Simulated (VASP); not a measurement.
# BaTiO3 (Pm-3m) in VASP: single point with r2SCAN+U

Aim: the single point of BaTiO3 with r2SCAN+U.

All numbers are computed with VASP 6.6.1; they aren't measurements. Logs are shortened: lines on timing, memory, paths and dates and some standing lists are left out, and cuts for length are marked.

### 1 The cell of the first run

It takes space group Pm-3m (No. 221, cubic). The conventional cell has a = 4.004 Å, b = 4.004 Å, c = 4.004 Å, α = 90.00°, β = 90.00°, γ = 90.00°. Within 3.7 Å of Ba (site symmetry m-3m) lie 12 O at 2.83 Å and 8 Ti at 3.47 Å. Within 2.7 Å of Ti (site symmetry m-3m) lie 6 O at 2.00 Å. O (site symmetry 4/mmm) has 2 Ti at 2.00 Å within 2.7 Å.

### 2 Single point, r2SCAN+U

File POSCAR:

```
BaTiO3
1.0
    4.0036106028      0.0000000000      0.0000000000
    0.0000000000      4.0036106028      0.0000000000
    0.0000000000      0.0000000000      4.0036106028
Ba Ti O
1 1 3
Direct
    0.5000000000      0.5000000000      0.5000000000
    0.0000000000      0.0000000000      0.0000000000
    0.5000000000      0.0000000000      0.0000000000
    0.0000000000      0.5000000000      0.0000000000
    0.0000000000      0.0000000000      0.5000000000
```

File INCAR.step1:

```
SYSTEM = BaTiO3
  PREC = Accurate
  ENCUT = 910
  ISMEAR = 0
  SIGMA = 0.02
  LREAL = .FALSE.
  LASPH = .TRUE.
  NELM = 200
  LMAXMIX = 4
  LDAU = .TRUE.
  LDAUTYPE = 2
  LDAUL = -1 2 -1
  LDAUU = 0 4 0
  LDAUJ = 0 0 0
  NBANDS = 28
  GGA = PE
  ALGO = Normal
  EDIFF = 1E-5
  LWAVE = .TRUE.
  LCHARG = .FALSE.
  GGA_COMPAT = .FALSE.
```

File INCAR.step2:

```
SYSTEM = BaTiO3
  PREC = Accurate
  ENCUT = 910
  EDIFF = 1E-6
  ISMEAR = 0
  SIGMA = 0.02
  LREAL = .FALSE.
  LASPH = .TRUE.
  NELM = 200
  ALGO = Normal
  ISIF = 2
  LWAVE = .FALSE.
  LCHARG = .TRUE.
  LMAXMIX = 4
  LDAU = .TRUE.
  LDAUTYPE = 2
  LDAUL = -1 2 -1
  LDAUU = 0 4 0
  LDAUJ = 0 0 0
  LDAUPRINT = 1
  METAGGA = R2SCAN
  LMIXTAU = .TRUE.
  LELF = .TRUE.
  LVHAR = .TRUE.
  NBANDS = 28
  ISTART = 1
  GGA_COMPAT = .FALSE.
```

File KPOINTS:

```
Automatic mesh
0
G
  6 6 6
  0 0 0
```

Potentials or basis: VASP PAW PBE potentials, release 64 (Ba_sv, Ti_sv, O_h).

Run with:

```bash
$ cat potpaw_PBE.64/Ba_sv/POTCAR potpaw_PBE.64/Ti_sv/POTCAR potpaw_PBE.64/O_h/POTCAR > POTCAR
$ cp INCAR.step1 INCAR
$ mpirun -np 1 vasp_std > vasp.out
$ cp INCAR.step2 INCAR
$ mpirun -np 1 vasp_std > vasp.out
```

OUTCAR:

```text
SYSTEM = BaTiO3
   PREC = Accurate
   ENCUT = 910
   EDIFF = 1E-6
   ISMEAR = 0
   LREAL = .FALSE.
   LASPH = .TRUE.
   NELM = 200
   ISIF = 2
   METAGGA = R2SCAN
   ISTART = 1

 ion  position               nearest neighbor table
   1  0.500  0.500  0.500-   3 2.83   4 2.83   5 2.83   3 2.83   4 2.83   3 2.83   5 2.83   3 2.83
                             4 2.83   5 2.83   4 2.83   5 2.83   2 3.47   2 3.47   2 3.47   2 3.47
   2  0.000  0.000  0.000-   3 2.00   4 2.00   5 2.00   5 2.00   4 2.00   3 2.00   1 3.47   1 3.47
                             1 3.47   1 3.47   1 3.47   1 3.47   1 3.47   1 3.47
   3  0.500  0.000  0.000-   2 2.00   2 2.00   1 2.83   1 2.83   1 2.83   1 2.83
   4  0.000  0.500  0.000-   2 2.00   2 2.00   1 2.83   1 2.83   1 2.83   1 2.83
   5  0.000  0.000  0.500-   2 2.00   2 2.00   1 2.83   1 2.83   1 2.83   1 2.83

  LATTYP: Found a simple cubic cell.
 ALAT       =     4.0036106028

  Lattice vectors:

 A1 = (   4.0036106028,   0.0000000000,   0.0000000000)
 A2 = (   0.0000000000,   4.0036106028,   0.0000000000)
 A3 = (   0.0000000000,   0.0000000000,   4.0036106028)

Analysis of symmetry for initial positions (statically):
=====================================================================
 Subroutine PRICEL returns:
 Original cell was already a primitive cell.

 Routine SETGRP: Setting up the symmetry group for a
 simple cubic supercell.

 Subroutine GETGRP returns: Found 48 space group operations
 (whereof 48 operations were pure point group operations)
 out of a pool of 48 trial point group operations.

The static configuration has the point symmetry O_h .

Analysis of symmetry for dynamics (positions and initial velocities):
=====================================================================
 Subroutine PRICEL returns:
 Original cell was already a primitive cell.

 Routine SETGRP: Setting up the symmetry group for a
 simple cubic supercell.

 Subroutine GETGRP returns: Found 48 space group operations
 (whereof 48 operations were pure point group operations)
 out of a pool of 48 trial point group operations.

The dynamic configuration has the point symmetry O_h .

 Subroutine INISYM returns: Found 48 space group operations
 (whereof 48 operations are pure point group operations),
 and found     1 'primitive' translations

----------------------------------------------------------------------------------------

                                     Primitive cell

  volume of cell :      64.1735

  direct lattice vectors                    reciprocal lattice vectors
     4.003610603  0.000000000  0.000000000     0.249774541  0.000000000  0.000000000
     0.000000000  4.003610603  0.000000000     0.000000000  0.249774541  0.000000000
     0.000000000  0.000000000  4.003610603     0.000000000  0.000000000  0.249774541

  length of vectors
     4.003610603  4.003610603  4.003610603     0.249774541  0.249774541  0.249774541

  position of ions in fractional coordinates (direct lattice)
     0.500000000  0.500000000  0.500000000
     0.000000000  0.000000000  0.000000000
     0.500000000  0.000000000  0.000000000
     0.000000000  0.500000000  0.000000000
     0.000000000  0.000000000  0.500000000

  ion indices of the primitive-cell ions
   primitive index   ion index
                 1           1
                 2           2
                 3           3
                 4           4
                 5           5

----------------------------------------------------------------------------------------

 KPOINTS: Automatic mesh

Automatic generation of k-mesh.
 Grid dimensions read from file:
 generate k-points for:    6    6    6

 Generating k-lattice:

  Cartesian coordinates                     Fractional coordinates (reciprocal lattice)
     0.041629090  0.000000000  0.000000000     0.166666667  0.000000000  0.000000000
     0.000000000  0.041629090  0.000000000     0.000000000  0.166666667  0.000000000
     0.000000000  0.000000000  0.041629090     0.000000000  0.000000000  0.166666667

  Length of vectors
     0.041629090  0.041629090  0.041629090

  Shift w.r.t. Gamma in fractional coordinates (k-lattice)
     0.000000000  0.000000000  0.000000000

 Subroutine IBZKPT returns following result:
 ===========================================

 Found     20 irreducible k-points:

 Following reciprocal coordinates:
            Coordinates               Weight
  0.000000  0.000000  0.000000      1.000000
  0.166667  0.000000  0.000000      6.000000
  0.333333  0.000000  0.000000      6.000000
  0.500000  0.000000  0.000000      3.000000
  0.166667  0.166667  0.000000     12.000000
  0.333333  0.166667  0.000000     24.000000
[... 12 lines left out ...]
  0.500000  0.500000  0.333333      6.000000
  0.500000  0.500000  0.500000      1.000000
   k-points           NKPTS =     20   k-points in BZ     NKDIM =     20   number of bands    NBANDS=     28
   number of dos      NEDOS =    301   number of ions     NIONS =      5
   total plane-waves  NPLWV =  64000
   dimension x,y,z NGX =    40 NGY =   40 NGZ =   40
   dimension x,y,z NGXF=    80 NGYF=   80 NGZF=   80
   ions per type =               1   1   3
   NGX,Y,Z   is equivalent  to a cutoff of  16.61, 16.61, 16.61 a.u.
   NGXF,Y,Z  is equivalent  to a cutoff of  33.22, 33.22, 33.22 a.u.
 SYSTEM =  BaTiO3
   PREC   = accura    normal or accurate (medium, high low for compatibility)
   ISTART =      1    job   : 0-new  1-cont  2-samecut
   ICHARG =      0    charge: 1-file 2-atom 10-const
   ISPIN  =      1    spin polarized calculation?
   LNONCOLLINEAR =      F non collinear calculations
   LSORBIT =      F    spin-orbit coupling
   LASPH  =      T    aspherical Exc in radial PAW
   ENCUT  =  910.0 eV  66.88 Ry    8.18 a.u.   9.85  9.85  9.85*2*pi/ulx,y,z
   NELM   =    200;   NELMIN=  2; NELMDL=  0     # of ELM steps
   EDIFF  = 0.1E-05   stopping-criterion for ELM
   LREAL  =      F    real-space projection
   EDIFFG = 0.1E-04   stopping-criterion for IOM
   NSW    =      0    number of steps for IOM
   IBRION =     -1    ionic relax: 0-MD 1-quasi-New 2-CG
   NFREE  =      0    steps in history (QN), initial steepest desc. (CG)
   ISIF   =      2    stress and relaxation
   ISYM   =      2    0-nonsym 1-usesym 2-fastsym
   POTIM  = 0.5000    time-step for ionic-motion
   TEBEG  =    0.0;   TEEND  =   0.0 temperature during run
   PSTRESS=    0.0 pullay stress
   NELECT =      40.0000    total number of electrons
   NUPDOWN=      -1.0000    fix difference up-down
   EMIN   =  10.00;   EMAX   =-10.00  energy-range for DOS
   EFERMI =   0.00;   METHOD = LEGACY
   ISMEAR =     0;   SIGMA  =   0.02  broadening in eV -4-tet -1-fermi 0-gaus
   EFERMI_NEDOS =   21; number of points for ismear=-14 and -15
   IALGO  =     38    algorithm
   IMIX   =      4    mixing-type and parameters
     AMIX     =   0.40;   BMIX     =  1.00
     AMIX_MAG =   1.60;   BMIX_MAG =  1.00
  volume/ion in A,a.u.               =      12.83        86.61
  Fermi-wavevector in a.u.,A,eV,Ry     =   1.398437  2.642663 26.607919  1.955627
  Thomas-Fermi vector in A             =   2.521595
   LORBIT       =      0    0 simple, 1 ext, 2 COOP (PROOUT), +10 PAW based schemes
 LDA+U is selected, type is set to LDAUTYPE =  2
   angular momentum for each species LDAUL =    -1    2   -1
   U (eV)           for each species LDAUU =   0.0  4.0  0.0
   J (eV)           for each species LDAUJ =   0.0  0.0  0.0
   METAGGA = R2SCAN    functional components
   LHFCALC =     F    Hartree Fock is set to
   AEXX    =    0.0000 exact exchange contribution
   IVDW    =     0    specifies the selected vdW correction
   LEPSILON=     F    determine dielectric tensor
   LRPA    =     F    only Hartree local field effects (RPA)
 non-spin polarized calculation
 Gauss-broadening in eV      SIGMA  =   0.02
  energy-cutoff  :      910.00
  volume of cell :       64.17
 maximum number of plane-waves:      4032
 NGX is ok and might be reduce to    40
   NGX = 19   NGY = 19   NGZ = 19

atom =   2  type =  2  l = 2

 onsite density matrix

spin component  1

  0.0947 -0.0000  0.0000 -0.0000  0.0000
 -0.0000  0.0947 -0.0000 -0.0000  0.0000
  0.0000 -0.0000  0.2339 -0.0000 -0.0000
 -0.0000 -0.0000 -0.0000  0.0947  0.0000
  0.0000  0.0000 -0.0000  0.0000  0.2339

spin component  2

  0.0947 -0.0000  0.0000 -0.0000  0.0000
 -0.0000  0.0947 -0.0000 -0.0000  0.0000
  0.0000 -0.0000  0.2339 -0.0000 -0.0000
 -0.0000 -0.0000 -0.0000  0.0947  0.0000
  0.0000  0.0000 -0.0000  0.0000  0.2339

 occupancies and eigenvectors

  o =  0.0947  v =  0.0000 -0.1415 -0.0000 -0.9899  0.0000  0.0000  0.0000  0.0000  0.0000  0.0000      0.0000  0.0000  0.0000  0.0000  0.0000  0.0000  0.0000  0.0000  0.0000  0.0000
  o =  0.0947  v =  0.0000  0.0000  0.0000  0.0000  0.0000  0.0000 -0.1415 -0.0000 -0.9899  0.0000      0.0000  0.0000  0.0000  0.0000  0.0000  0.0000  0.0000  0.0000  0.0000  0.0000
  o =  0.0947  v =  0.0000  0.9899 -0.0000 -0.1415  0.0000  0.0000  0.0000  0.0000  0.0000  0.0000      0.0000  0.0000  0.0000  0.0000  0.0000  0.0000  0.0000  0.0000  0.0000  0.0000
  o =  0.0947  v =  0.0000  0.0000  0.0000  0.0000  0.0000  0.0000  0.9899 -0.0000 -0.1415  0.0000      0.0000  0.0000  0.0000  0.0000  0.0000  0.0000  0.0000  0.0000  0.0000  0.0000
  o =  0.0947  v =  0.0000  0.0000  0.0000  0.0000  0.0000  1.0000  0.0000  0.0000  0.0000  0.0000      0.0000  0.0000  0.0000  0.0000  0.0000  0.0000  0.0000  0.0000  0.0000  0.0000
  o =  0.0947  v =  1.0000  0.0000  0.0000  0.0000  0.0000  0.0000  0.0000  0.0000  0.0000  0.0000      0.0000  0.0000  0.0000  0.0000  0.0000  0.0000  0.0000  0.0000  0.0000  0.0000
  o =  0.2339  v =  0.0000  0.0000  0.0000  0.0000  0.0000  0.0000  0.0000  1.0000 -0.0000 -0.0072      0.0000  0.0000  0.0000  0.0000  0.0000  0.0000  0.0000  0.0000  0.0000  0.0000
  o =  0.2339  v =  0.0000  0.0000  1.0000 -0.0000 -0.0072  0.0000  0.0000  0.0000  0.0000  0.0000      0.0000  0.0000  0.0000  0.0000  0.0000  0.0000  0.0000  0.0000  0.0000  0.0000
  o =  0.2339  v =  0.0000  0.0000 -0.0072 -0.0000 -1.0000  0.0000  0.0000  0.0000  0.0000  0.0000      0.0000  0.0000  0.0000  0.0000  0.0000  0.0000  0.0000  0.0000  0.0000  0.0000
  o =  0.2339  v =  0.0000  0.0000  0.0000  0.0000  0.0000  0.0000  0.0000 -0.0072 -0.0000 -1.0000      0.0000  0.0000  0.0000  0.0000  0.0000  0.0000  0.0000  0.0000  0.0000  0.0000

 number of electron      40.0000008 magnetization

 Free energy of the ion-electron system (eV)
  ---------------------------------------------------
  ext. energy  EPLUGINS =         0.00000000
  ---------------------------------------------------
  free energy    TOTEN  =       -71.69607917 eV

  energy without entropy =      -71.69607917  energy(sigma->0) =      -71.69607917

 E-fermi :   4.2258     XC(G=0): -11.9243

 val. band max:        4.0125338511   @ k =   0.5000   0.5000   0.5000
 cond. band min:       6.6858262307   @ k =   0.0000   0.0000   0.0000
 fundamental gap:      2.6732923796
 Fermi energy:         4.2258069001

 k-point     1 :       0.0000    0.0000    0.0000
  band No.  band energies     occupation
      1     -55.9369      2.00000
      2     -31.0424      2.00000
      3     -31.0424      2.00000
      4     -31.0424      2.00000
      5     -21.4605      2.00000
      6     -13.8995      2.00000
[... 20 lines left out ...]
     27       9.5985      0.00000
     28      12.2424      0.00000

 k-point     2 :       0.1667    0.0000    0.0000
  band No.  band energies     occupation
      1     -55.9367      2.00000
      2     -31.0549      2.00000
      3     -31.0420      2.00000
      4     -31.0420      2.00000
      5     -21.4288      2.00000
      6     -13.9173      2.00000
[... 550 lines left out ...]
 k-point    20 :       0.5000    0.5000    0.5000
  band No.  band energies     occupation
      1     -55.9340      2.00000
      2     -31.0870      2.00000
      3     -31.0870      2.00000
      4     -31.0870      2.00000
      5     -21.1801      2.00000
      6     -13.0249      2.00000
[... 20 lines left out ...]
     27      12.1046      0.00000
     28      12.1046      0.00000

------------------------ aborting loop because EDIFF is reached ----------------------------------------

  FORCE on cell =-STRESS in cart. coord.  units (eV):
  Direction    XX          YY          ZZ          XY          YZ          ZX
  --------------------------------------------------------------------------------------
  -------------------------------------------------------------------------------------
  Total        1.4727405      1.4727405      1.4727405      0.0000000      0.0000000     -0.0000000
  in kB       36.7689567     36.7689567     36.7689567      0.0000000      0.0000000     -0.0000000
  external PRESSURE =      36.7689567 kB  Pullay stress =       0.0000000 kB

 VOLUME and BASIS-vectors are now :
 -----------------------------------------------------------------------------
  energy-cutoff  :      910.00
  volume of cell :       64.17
      direct lattice vectors                 reciprocal lattice vectors
     4.003610603  0.000000000  0.000000000     0.249774541  0.000000000  0.000000000
     0.000000000  4.003610603  0.000000000     0.000000000  0.249774541  0.000000000
     0.000000000  0.000000000  4.003610603     0.000000000  0.000000000  0.249774541

 POSITION                                       TOTAL-FORCE (eV/Angst)
 -----------------------------------------------------------------------------------
      2.00181      2.00181      2.00181         0.000000      0.000000      0.000000
      0.00000      0.00000      0.00000         0.000000      0.000000      0.000000
      2.00181      0.00000      0.00000         0.000000      0.000000      0.000000
      0.00000      2.00181      0.00000         0.000000      0.000000      0.000000
      0.00000      0.00000      2.00181         0.000000      0.000000      0.000000
 -----------------------------------------------------------------------------------
    total drift:                                0.000000      0.000000     -0.000000

  FREE ENERGIE OF THE ION-ELECTRON SYSTEM (eV)
  ---------------------------------------------------
  free  energy   TOTEN  =       -71.6960791664 eV

  energy  without entropy=      -71.6960791664  energy(sigma->0) =      -71.69607917
```

Run time: 3.7 min. Hardware: 1 thread of Intel Xeon Platinum 8488C (Sapphire Rapids), shared host; peak memory 0.31 GiB.

What came out:

| Quantity | Value |
| --- | --- |
| Free energy | -71.6961 eV |
| Pressure | 3.7 GPa |
| Band gap on the k mesh | 2.67 eV (least direct gap 2.87 eV) |

Levels at points of the mesh, in eV from the valence-band top:
| k point | band 16 | band 17 | band 18 | band 19 | band 20 | band 21 | band 22 | band 23 | band 24 | band 25 |
| --- | --- | --- | --- | --- | --- | --- | --- | --- | --- | --- |
| (0.00, 0.00, 0.00) | -1.14 | -1.14 | -0.19 | -0.19 | -0.19 | 2.67 | 2.67 | 2.67 | 4.24 | 4.24 |
| (0.50, 0.00, 0.00) | -1.94 | -1.73 | -1.73 | -0.81 | -0.81 | 2.85 | 4.25 | 4.35 | 4.35 | 6.28 |
| (0.50, 0.50, 0.00) | -2.60 | -1.93 | -0.90 | -0.90 | -0.09 | 4.37 | 4.37 | 4.82 | 5.10 | 8.09 |
| (0.50, 0.50, 0.50) | -2.32 | -2.32 | 0.00 | 0.00 | 0.00 | 5.05 | 5.05 | 5.05 | 7.35 | 7.35 |

Eigenvalues of the final occupation matrices:
| site | spin | trace | eigenvalues |
| --- | --- | --- | --- |
| site 2 d | 1 | 0.75 | 0.09 0.09 0.09 0.23 0.23 |
| site 2 d | 2 | 0.75 | 0.09 0.09 0.09 0.23 0.23 |

Caveat: the cutoff is under 1.25 times the usual one of these potentials, so pressure, stress and relaxed cells hold a basis-set (Pulay) error; the cell stands under pressure; the PAW data sets were made with another functional, which shifts forces and pressure a little; spin-orbit coupling is left out, which moves the levels of the heavy elements. A k mesh can miss the band edges.
